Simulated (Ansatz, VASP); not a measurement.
# PtSe2 in VASP and in Ansatz

```xyz
3
Lattice="3.7492 0.0000 0.0000 -1.8746 3.2469 0.0000 0.0000 0.0000 6.5290" Properties=species:S:1:pos:R:3 pbc="T T T"
Pt    0.0000    0.0000    0.0000
Se    0.0000    2.1646    1.3100
Se    1.8746    1.0823    5.2191
```

Alike in both runs: task single point; functional PBE; k mesh 8 × 8 × 4; occupations fermi-dirac, width 0.005 eV; non-collinear spin, spin-orbit coupling.

```csv
,VASP,Ansatz
version,VASP 6.6.1,Ansatz 0.2.0
potentials or method,"VASP PAW PBE potentials, release 64 (Pt, Se), cutoff 520 eV","plane waves, PAW"
valence electrons in the cell,22,50
```

|  | VASP | Ansatz | Ansatz less VASP |
| --- | --- | --- | --- |
| pressure (GPa) | 0.1 | 0.0 | -0.05 |
| rms of the force components (eV/Å) | 0.005 | 0.001 | -0.0042 |

Atom by atom the forces differ by 0.005 eV/Å (rms over components). VASP's potentials hold 22 valence electrons a cell and Ansatz's 50, so a difference there can come from the potentials and not from the codes.
